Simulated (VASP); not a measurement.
Wanted: the native input for a VASP 6.6.1 run.

```
Task                   : single point
Functional             : PBE
Potentials or basis    : VASP PAW PBE potentials, release 64 (Au)
Cutoff                 : 520 eV
k mesh                 : 11 × 11 × 6
Occupations            : fermi-dirac, width 0.05 eV
Spin                   : no spin polarisation
Dipole correction      : no
Further INCAR settings : ALGO = Fast; EDIFF = 1e-06; NBANDS = 18
```

The structure of Au lies in POSCAR:

```
Au
1.0
    1.4018378006     -2.5387785952      0.0000000000
    1.4018378006      2.5387785952      0.0000000000
    0.0000000000      0.0000000000      4.8603285560
Au
2
Direct
    0.3346720300      0.6653279700      0.2500000000
    0.6653279700      0.3346720300      0.7500000000
```

The input as run:

INCAR

```
PREC = Accurate ; ENCUT = 520
EDIFF = 1E-6 ; ISMEAR = -1
SIGMA = 0.05 ; LREAL = False
LASPH = True ; NELM = 100
ALGO = Fast ; ISIF = 2
LWAVE = False ; LCHARG = False
GGA = PE ; NBANDS = 18
```

KPOINTS

```
regular mesh
0
Gamma
  11 11 6
```

Potentials or basis: VASP PAW PBE potentials, release 64 (Au).

Run with:

```console
$ cat potpaw_PBE.64/Au/POTCAR > POTCAR
$ mpirun -np 1 vasp_std > vasp.out
```

Results of the run:

```json
{
 "Pressure": "6.3 GPa",
 "Largest force": "0.034 eV/Å",
 "Band gap on the k mesh": "zero (bands 11 and 12 overlap by 6.33 eV)"
}
```

Caveat: the cell stands under pressure; spin-orbit coupling is left out, which moves the levels of the heavy elements.

Run time: 90 s on 1 thread of Intel Xeon 8259CL (shared host), peak memory 0.2 GiB.
